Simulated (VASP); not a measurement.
# PbS in VASP: single point with PBEsol

Aim: the single point of PbS with PBEsol.

All numbers are computed with VASP 6.6.1; they aren't measurements. Logs are shortened: lines on timing, memory, paths and dates and some standing lists are left out, and cuts for length are marked.

**1. The cell of the first run**

The cell holds a slab with vacuum, 4 atoms: a = 4.220 Å, b = 4.220 Å, c = 22.306 Å, α = 93.81°, β = 93.81°, γ = 90.05°.

**2. Single point, PBEsol**

Contents of INCAR:

```
PREC = Accurate
ENCUT = 520
EDIFF = 1E-6
ISMEAR = 0
SIGMA = 0.01
LREAL = F
LASPH = T
NELM = 100
ALGO = Normal
ISIF = 2
LWAVE = F
LCHARG = F
GGA = PS
NBANDS = 28
```

Contents of KPOINTS:

```
regular mesh
0
Gamma
  4 4 1
```

Contents of POSCAR:

```
PbS
1.0
    2.9828240000     -2.9853070000      0.0000000000
    2.9828240000      2.9853070000      0.0000000000
   -2.0983280000      0.0000000000     22.2066720000
Pb S
2 2
Direct
    0.7325610000      0.7221170000      0.9356980000
    0.2778830000      0.2674390000      0.0643020000
    0.2459460000      0.2157900000      0.9443730000
    0.7842100000      0.7540540000      0.0556270000
```

Potentials or basis: VASP PAW PBE potentials, release 64 (Pb_d, S).

On the command line:

```bash
$ cat potpaw_PBE.64/Pb_d/POTCAR potpaw_PBE.64/S/POTCAR > POTCAR
$ mpirun -np 1 vasp_std > vasp.out
```

OUTCAR:

```text
PREC = Accurate
   ENCUT = 520
   EDIFF = 1E-6
   ISMEAR = 0
   LREAL = F
   LASPH = T
   NELM = 100
   ISIF = 2
   GGA = PS

 ion  position               nearest neighbor table
   1  0.733  0.722  0.936-   4 2.66   3 2.93   3 2.99   3 2.99   3 3.05   2 4.13   2 4.13   2 4.13
                             2 4.13
   2  0.278  0.267  0.064-   3 2.66   4 2.93   4 2.99   4 2.99   4 3.05   1 4.13   1 4.13   1 4.13
                             1 4.13
   3  0.246  0.216  0.944-   2 2.66   1 2.93   1 2.99   1 2.99   1 3.05
   4  0.784  0.754  0.056-   1 2.66   2 2.93   2 2.99   2 2.99   2 3.05

  LATTYP: Found a base centered monoclinic cell.
 ALAT       =     5.9656480000
 B/A-ratio  =     1.0008324326
 C/A-ratio  =     3.7390050716
 COS(beta)  =    -0.0940718527

  Lattice vectors:

 A1 = (   2.9828240000,  -2.9853070000,   0.0000000000)
 A2 = (   2.9828240000,   2.9853070000,   0.0000000000)
 A3 = (  -2.0983280000,   0.0000000000,  22.2066720000)

Analysis of symmetry for initial positions (statically):
=====================================================================
 Subroutine PRICEL returns:
 Original cell was already a primitive cell.

 Routine SETGRP: Setting up the symmetry group for a
 base centered monoclinic supercell.

 Subroutine GETGRP returns: Found  2 space group operations
 (whereof  2 operations were pure point group operations)
 out of a pool of  4 trial point group operations.

The static configuration has the point symmetry C_2 .

Analysis of symmetry for dynamics (positions and initial velocities):
=====================================================================
 Subroutine PRICEL returns:
 Original cell was already a primitive cell.

 Routine SETGRP: Setting up the symmetry group for a
 base centered monoclinic supercell.

 Subroutine GETGRP returns: Found  2 space group operations
 (whereof  2 operations were pure point group operations)
 out of a pool of  4 trial point group operations.

The dynamic configuration has the point symmetry C_2 .

 Subroutine INISYM returns: Found  2 space group operations
 (whereof  2 operations are pure point group operations),
 and found     1 'primitive' translations

----------------------------------------------------------------------------------------

                                     Primitive cell

  volume of cell :     395.4851

  direct lattice vectors                    reciprocal lattice vectors
     2.982824000 -2.985307000  0.000000000     0.167626384 -0.167486962  0.015839165
     2.982824000  2.985307000  0.000000000     0.167626384  0.167486962  0.015839165
    -2.098328000  0.000000000 22.206672000     0.000000000  0.000000000  0.045031511

  length of vectors
     4.220106266  4.220106266 22.305588127     0.237489718  0.237489718  0.045031511

  position of ions in fractional coordinates (direct lattice)
     0.732561000  0.722117000  0.935698000
     0.277883000  0.267439000  0.064302000
     0.245946000  0.215790000  0.944373000
     0.784210000  0.754054000  0.055627000

  ion indices of the primitive-cell ions
   primitive index   ion index
                 1           1
                 2           2
                 3           3
                 4           4

----------------------------------------------------------------------------------------

 KPOINTS: regular mesh

Automatic generation of k-mesh.
 Grid dimensions read from file:
 generate k-points for:    4    4    1

 Generating k-lattice:

  Cartesian coordinates                     Fractional coordinates (reciprocal lattice)
     0.041906596 -0.041871740  0.003959791     0.250000000 -0.000000000  0.000000000
     0.041906596  0.041871740  0.003959791    -0.000000000  0.250000000  0.000000000
     0.000000000  0.000000000  0.045031511     0.000000000  0.000000000  1.000000000

  Length of vectors
     0.059372429  0.059372429  0.045031511

  Shift w.r.t. Gamma in fractional coordinates (k-lattice)
     0.000000000  0.000000000  0.000000000

 Subroutine IBZKPT returns following result:
 ===========================================

 Found      7 irreducible k-points:

 Following reciprocal coordinates:
            Coordinates               Weight
  0.000000  0.000000  0.000000      1.000000
  0.250000 -0.000000  0.000000      4.000000
  0.500000 -0.000000  0.000000      2.000000
  0.250000  0.250000  0.000000      2.000000
  0.500000  0.250000  0.000000      4.000000
 -0.250000  0.250000  0.000000      2.000000
  0.500000  0.500000  0.000000      1.000000
   k-points           NKPTS =      7   k-points in BZ     NKDIM =      7   number of bands    NBANDS=     28
   number of dos      NEDOS =    301   number of ions     NIONS =      4
   total plane-waves  NPLWV = 172032
   dimension x,y,z NGX =    32 NGY =   32 NGZ =  168
   dimension x,y,z NGXF=    64 NGYF=   64 NGZF=  336
   ions per type =               2   2
   NGX,Y,Z   is equivalent  to a cutoff of  12.61, 12.61, 12.52 a.u.
   NGXF,Y,Z  is equivalent  to a cutoff of  25.21, 25.21, 25.04 a.u.
 SYSTEM =  unknown system
   PREC   = accura    normal or accurate (medium, high low for compatibility)
   ISTART =      0    job   : 0-new  1-cont  2-samecut
   ICHARG =      2    charge: 1-file 2-atom 10-const
   ISPIN  =      1    spin polarized calculation?
   LNONCOLLINEAR =      F non collinear calculations
   LSORBIT =      F    spin-orbit coupling
   LASPH  =      T    aspherical Exc in radial PAW
   ENCUT  =  520.0 eV  38.22 Ry    6.18 a.u.   7.85  7.85 41.47*2*pi/ulx,y,z
   NELM   =    100;   NELMIN=  2; NELMDL= -5     # of ELM steps
   EDIFF  = 0.1E-05   stopping-criterion for ELM
   LREAL  =      F    real-space projection
   EDIFFG = 0.1E-04   stopping-criterion for IOM
   NSW    =      0    number of steps for IOM
   IBRION =     -1    ionic relax: 0-MD 1-quasi-New 2-CG
   NFREE  =      0    steps in history (QN), initial steepest desc. (CG)
   ISIF   =      2    stress and relaxation
   ISYM   =      2    0-nonsym 1-usesym 2-fastsym
   POTIM  = 0.5000    time-step for ionic-motion
   TEBEG  =    0.0;   TEEND  =   0.0 temperature during run
   PSTRESS=    0.0 pullay stress
   NELECT =      40.0000    total number of electrons
   NUPDOWN=      -1.0000    fix difference up-down
   EMIN   =  10.00;   EMAX   =-10.00  energy-range for DOS
   EFERMI =   0.00;   METHOD = LEGACY
   ISMEAR =     0;   SIGMA  =   0.01  broadening in eV -4-tet -1-fermi 0-gaus
   EFERMI_NEDOS =   21; number of points for ismear=-14 and -15
   IALGO  =     38    algorithm
   IMIX   =      4    mixing-type and parameters
     AMIX     =   0.40;   BMIX     =  1.00
     AMIX_MAG =   1.60;   BMIX_MAG =  1.00
  volume/ion in A,a.u.               =      98.87       667.22
  Fermi-wavevector in a.u.,A,eV,Ry     =   0.762755  1.441397  7.915794  0.581794
  Thomas-Fermi vector in A             =   1.862286
   LORBIT       =      0    0 simple, 1 ext, 2 COOP (PROOUT), +10 PAW based schemes
   GGA     = PS    functional components
   LHFCALC =     F    Hartree Fock is set to
   AEXX    =    0.0000 exact exchange contribution
   IVDW    =     0    specifies the selected vdW correction
   LEPSILON=     F    determine dielectric tensor
   LRPA    =     F    only Hartree local field effects (RPA)
 non-spin polarized calculation
 Gauss-broadening in eV      SIGMA  =   0.01
  energy-cutoff  :      520.00
  volume of cell :      395.49
 maximum number of plane-waves:     10682
   NGX = 15   NGY = 15   NGZ = 83

 number of electron      40.0000000 magnetization

 Free energy of the ion-electron system (eV)
  ---------------------------------------------------
  ext. energy  EPLUGINS =         0.00000000
  ---------------------------------------------------
  free energy    TOTEN  =       -18.52970677 eV

  energy without entropy =      -18.52970677  energy(sigma->0) =      -18.52970677

 E-fermi :  -2.2165     XC(G=0):  -3.0855

 val. band max:       -2.2612519420   @ k =   0.2500   0.2500   0.0000
 cond. band min:      -0.1380144367   @ k =   0.5000  -0.0000   0.0000
 fundamental gap:      2.1232375053
 Fermi energy:        -2.2164932520

 k-point     1 :       0.0000    0.0000    0.0000
  band No.  band energies     occupation
      1     -18.2655      2.00000
      2     -18.1543      2.00000
      3     -18.1379      2.00000
      4     -18.1370      2.00000
      5     -18.1158      2.00000
      6     -18.1099      2.00000
[... 20 lines left out ...]
     27       3.1587      0.00000
     28       3.5867      0.00000

 k-point     2 :       0.2500   -0.0000    0.0000
  band No.  band energies     occupation
      1     -18.2332      2.00000
      2     -18.1462      2.00000
      3     -18.1370      2.00000
      4     -18.1300      2.00000
      5     -18.1244      2.00000
      6     -18.1200      2.00000
[... 20 lines left out ...]
     27       3.0775      0.00000
     28       3.2671      0.00000

 k-point     3 :       0.5000   -0.0000    0.0000
  band No.  band energies     occupation
      1     -18.1793      2.00000
      2     -18.1789      2.00000
      3     -18.1414      2.00000
      4     -18.1413      2.00000
      5     -18.1183      2.00000
      6     -18.1179      2.00000
[... 20 lines left out ...]
     27       4.0626      0.00000
     28       4.0773      0.00000

 k-point     4 :       0.2500    0.2500    0.0000
  band No.  band energies     occupation
      1     -18.2276      2.00000
      2     -18.1737      2.00000
      3     -18.1288      2.00000
      4     -18.1262      2.00000
      5     -18.1251      2.00000
      6     -18.1102      2.00000
[... 20 lines left out ...]
     27       3.4247      0.00000
     28       3.6839      0.00000

 k-point     5 :       0.5000    0.2500    0.0000
  band No.  band energies     occupation
      1     -18.2176      2.00000
      2     -18.2173      2.00000
      3     -18.1315      2.00000
      4     -18.1314      2.00000
      5     -18.1148      2.00000
      6     -18.1142      2.00000
[... 20 lines left out ...]
     27       4.2139      0.00000
     28       4.2204      0.00000

 k-point     6 :      -0.2500    0.2500    0.0000
  band No.  band energies     occupation
      1     -18.2276      2.00000
      2     -18.1740      2.00000
      3     -18.1287      2.00000
      4     -18.1259      2.00000
      5     -18.1257      2.00000
      6     -18.1105      2.00000
[... 20 lines left out ...]
     27       3.4129      0.00000
     28       3.7545      0.00000

 k-point     7 :       0.5000    0.5000    0.0000
  band No.  band energies     occupation
      1     -18.2565      2.00000
      2     -18.2563      2.00000
      3     -18.1306      2.00000
      4     -18.1306      2.00000
      5     -18.1112      2.00000
      6     -18.1107      2.00000
[... 20 lines left out ...]
     27       4.4563      0.00000
     28       4.4588      0.00000

------------------------ aborting loop because EDIFF is reached ----------------------------------------

  FORCE on cell =-STRESS in cart. coord.  units (eV):
  Direction    XX          YY          ZZ          XY          YZ          ZX
  --------------------------------------------------------------------------------------
  -------------------------------------------------------------------------------------
  Total       -1.3957280     -1.3748690     -0.6966196      0.0000000      0.0000000      0.0139178
  in kB       -5.6543315     -5.5698284     -2.8221245      0.0000000      0.0000000      0.0563833
  external PRESSURE =      -4.6820948 kB  Pullay stress =       0.0000000 kB

 VOLUME and BASIS-vectors are now :
 -----------------------------------------------------------------------------
  energy-cutoff  :      520.00
  volume of cell :      395.49
      direct lattice vectors                 reciprocal lattice vectors
     2.982824000 -2.985307000  0.000000000     0.167626384 -0.167486962  0.015839165
     2.982824000  2.985307000  0.000000000     0.167626384  0.167486962  0.015839165
    -2.098328000  0.000000000 22.206672000     0.000000000  0.000000000  0.045031511

 POSITION                                       TOTAL-FORCE (eV/Angst)
 -----------------------------------------------------------------------------------
      2.37565     -0.03118     20.77874         0.000931     -0.000827      0.177177
      1.49167     -0.03118      1.42793        -0.000931     -0.000827     -0.177177
     -0.60433     -0.09002     20.97138        -0.006392      0.000827      0.058041
      4.47165     -0.09002      1.23529         0.006392      0.000827     -0.058041
 -----------------------------------------------------------------------------------
    total drift:                               -0.000000      0.000272      0.000000

  FREE ENERGIE OF THE ION-ELECTRON SYSTEM (eV)
  ---------------------------------------------------
  free  energy   TOTEN  =       -18.5297067705 eV

  energy  without entropy=      -18.5297067705  energy(sigma->0) =      -18.52970677
```

Wall time 2.1 min (1 thread of Intel Xeon 8259CL, shared host); peak memory 0.45 GiB.

What came out:

- Free energy: -18.5297 eV
- Largest force: 0.177 eV/Å
- Band gap on the k mesh: 2.12 eV (least direct gap 2.15 eV)

Forces in eV/Å, atoms in the order of the input:
```
Pb   0.001 -0.001  0.177
Pb  -0.001 -0.001 -0.177
S   -0.006  0.001  0.058
S    0.006  0.001 -0.058
```

Caveat: the PAW data sets were made with another functional, which shifts forces and pressure a little; spin-orbit coupling is left out, which moves the levels of the heavy elements.
